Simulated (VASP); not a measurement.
Wanted: the native input for a VASP 6.6.1 run.

```yaml
Task: single point
Functional: PBE
Potentials_or_basis: VASP PAW PBE potentials, release 64 (Re)
Cutoff: 520 eV
k_mesh: 15 × 15 × 15
Occupations: fermi-dirac, width 0.08 eV
Spin: no spin polarisation
Dipole_correction: no
Further_INCAR_settings: ALGO = Normal; EDIFF = 1e-07; NBANDS = 10
```

The structure of Re lies in POSCAR:

```
Re
1.0
    2.3733072524      0.0000000000      0.0000000000
    0.0000000000      2.3733072524      0.0000000000
    0.0000000000      0.0000000000      2.3733072524
Re
1
Direct
    0.0000000000      0.0000000000      0.0000000000
```

This cell differs from its parent crystal: volume scaled by 0.78.

The input as run:

INCAR

```
ALGO = Normal
EDIFF = 1E-7
ENCUT = 520
GGA = PE
ISIF = 2
ISMEAR = -1
LASPH = True
LCHARG = False
LREAL = False
LWAVE = False
NBANDS = 10
NELM = 80
PREC = Accurate
SIGMA = 0.08
```

KPOINTS

```
k-points
0
Gamma
  15 15 15
```

Potentials or basis: VASP PAW PBE potentials, release 64 (Re).

Run with:

```console
$ cat potpaw_PBE.64/Re/POTCAR > POTCAR
$ mpirun -np 1 vasp_std > vasp.out
```

Results of the run:

```
Pressure : 108.1 GPa
```

It took 24 s on 1 thread of Intel Xeon 8259CL, with other jobs on the host, peak memory 0.13 GiB.
